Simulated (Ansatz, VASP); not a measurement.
Cr in VASP and in Ansatz

```
Cr
1.0
     0.00000    1.77267    1.77267
     1.77267    0.00000    1.77267
     1.77267    1.77267    0.00000
Cr
1
Cartesian
  0.0000 0.0000 0.0000
```

Alike in both runs: functional LDA; k mesh 15 × 15 × 15; occupations fermi-dirac, width 0.1 eV; no spin polarisation.

Ansatz relaxed the structure, and its values are those at the end. VASP's run is a single point on that final structure, the one shown.

|  | VASP | Ansatz |
| --- | --- | --- |
| version | VASP 6.6.1 | Ansatz 0.2.0 |
| potentials or method | VASP PAW LDA potentials, release 64 (Cr_pv), cutoff 500 eV | plane waves (420 eV) with PAW, scalar-relativistic |
| valence electrons in the cell | 12 | 14 |

```tsv
	VASP	Ansatz	Ansatz less VASP
pressure (GPa)	-0.1	0.0	+0.08
```

Ansatz warns that its potentials were made for another functional, while VASP's fit it. LDA's correlation is that of Perdew and Zunger in VASP and of Perdew and Wang (1992) in Ansatz. VASP's potentials hold 12 valence electrons a cell and Ansatz's 14, so a difference there can come from the potentials and not from the codes.
